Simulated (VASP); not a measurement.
Here is a VASP 6.6.1 calculation.

File INCAR:

```
SYSTEM = Cu
PREC = Accurate ; ENCUT = 600
EDIFF = 1E-6 ; ISMEAR = -1
SIGMA = 0.05 ; LREAL = .False.
LASPH = .True. ; NELM = 60
ALGO = Normal ; ISIF = 3
LWAVE = .False. ; LCHARG = .False.
GGA = PS ; IBRION = 2
NSW = 80 ; EDIFFG = -0.005
PSTRESS = 50.0
```

KPOINTS

```
Automatic mesh
0
Gamma
  12 12 7
  0 0 0
```

File POSCAR:

```
Cu
1.0
    2.5340966698      0.0000000000      0.0000000000
   -1.2670483349      2.1945920917      0.0000000000
    0.0000000000      0.0000000000      4.1125710000
Cu
2
Direct
    0.6666666667      0.3333333333      0.7500000000
    0.3333333333      0.6666666667      0.2500000000
```

Potentials or basis: VASP PAW PBE potentials, release 64 (Cu).

Command:

```console
$ cat potpaw_PBE.64/Cu/POTCAR > POTCAR
$ mpirun -np 1 vasp_std > vasp.out
```

Predict the relaxed cell.

a = 2.504 Å, b = 2.504 Å, c = 4.076 Å, α = 90.00°, β = 90.00°, γ = 120.00°.

What does it give for the relaxed volume?

11.07 Å³/atom.

Estimate the space group after relaxing (to 0.1 Å).

P6_3/mmc (No. 194).

Estimate the band gap on the k mesh.

zero (bands 11 and 12 overlap by 6.08 eV).

Step by step:
```csv
step,energy change (eV),largest force (eV/Å),pressure (GPa),volume (Å³)
1,0.0000,0.0000,-0.66,22.87
2,0.0366,0.0000,10.24,21.56
3,0.0095,0.0000,5.00,22.14
4,0.0100,0.0000,5.03,22.12
5,0.0100,0.0000,5.11,22.12
6,0.0100,0.0000,5.16,22.12
7,0.0089,0.0000,4.76,22.16
8,0.0095,0.0000,5.05,22.13
```

Caveat: the cell is relaxed towards a set pressure, so the run minimises the enthalpy, not the energy; the PAW data sets were made with another functional, which shifts forces and pressure a little.
